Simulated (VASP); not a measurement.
Input of a VASP 6.6.1 run:

POSCAR

```
In
1.0
   -1.8691701633      1.8691701633      1.8691701633
    1.8691701633     -1.8691701633      1.8691701633
    1.8691701633      1.8691701633     -1.8691701633
In
1
Direct
   -0.0124882613     -0.0138109370     -0.0275725654
```

The input INCAR.step1:

```
SYSTEM = In
PREC     = Accurate       ! precision mode
ENCUT    = 550            ! plane-wave cutoff, eV
ISMEAR   = -1             ! smearing method
SIGMA    = 0.1            ! smearing width, eV
LREAL    = .False.        ! projectors in reciprocal space
LASPH    = .True.         ! aspherical terms in the spheres
NELM     = 120            ! most SCF steps
NBANDS   = 12             ! bands
GGA      = PE             ! functional
ALGO     = Normal         ! electronic algorithm
EDIFF    = 1E-5           ! SCF threshold, eV
LWAVE    = .True.         ! write WAVECAR
LCHARG   = .False.        ! write CHGCAR
GGA_COMPAT= .False.
```

INCAR.step2

```
SYSTEM = In
PREC     = Accurate       ! precision mode
ENCUT    = 550            ! plane-wave cutoff, eV
EDIFF    = 1E-6           ! SCF threshold, eV
ISMEAR   = -1             ! smearing method
SIGMA    = 0.1            ! smearing width, eV
LREAL    = .False.        ! projectors in reciprocal space
LASPH    = .True.         ! aspherical terms in the spheres
NELM     = 120            ! most SCF steps
ALGO     = Normal         ! electronic algorithm
ISIF     = 2              ! what is computed and relaxed
LWAVE    = .False.        ! write WAVECAR
LCHARG   = .True.         ! write CHGCAR
METAGGA  = R2SCAN         ! meta-GGA
LMIXTAU  = .True.       
LELF     = .True.         ! ELF
LVHAR    = .True.       
NBANDS   = 12             ! bands
ISTART   = 1            
GGA_COMPAT= .False.
```

The input KPOINTS:

```
regular mesh
0
Gamma
  6 6 6
  0 0 0
```

Potentials or basis: VASP PAW PBE potentials, release 64 (In_d).

Run with:

```console
$ cat potpaw_PBE.64/In_d/POTCAR > POTCAR
$ cp INCAR.step1 INCAR
$ mpirun -np 1 vasp_std > vasp.out
$ cp INCAR.step2 INCAR
$ mpirun -np 1 vasp_std > vasp.out
```

Question: Predict the pressure.

Answer: 0.0 GPa.

Caveat: the k points lie up to 0.40 Å⁻¹ apart; the PAW data sets were made with another functional, which shifts forces and pressure a little.
